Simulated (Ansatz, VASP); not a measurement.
One calculation of MgS, two programs

```xyz
2
Lattice="0.0000 2.4976 2.7057 2.4976 0.0000 2.7057 2.4976 2.4976 0.0000" Properties=species:S:1:pos:R:3 pbc="T T T"
Mg    0.0000    0.0000    0.0000
S     2.4976    2.4976    2.7057
```

Change from the starting cell: strain -0.040 along x and y, +0.040 along z, atoms carried along.

Alike in both runs: task single point; functional PBEsol; k mesh 8 × 8 × 8; occupations gaussian, width 0.05 eV; no spin polarisation.

|  | VASP | Ansatz |
| --- | --- | --- |
| version | VASP 6.6.1 | Ansatz 0.2.0 |
| potentials or method | VASP PAW PBE potentials, release 64 (Mg, S), cutoff 600 eV | scalar-relativistic, plane waves, PAW |
| valence electrons in the cell | 8 | 16 |

|  | VASP | Ansatz | Ansatz less VASP |
| --- | --- | --- | --- |
| gap on the k mesh at the Fermi level (eV) | 2.52 | 2.51 | -0.007 |
| least direct gap on the mesh (eV) | 3.75 | 3.74 | -0.002 |
| pressure (GPa) | 3.4 | 3.6 | +0.16 |
| traceless stress, the component that is largest in VASP (GPa) | -6.37 | -6.38 | -0.009 |

VASP's potentials were made for PBE, not for PBEsol. VASP's potentials hold 8 valence electrons a cell and Ansatz's 16, so a difference there can come from the potentials and not from the codes.
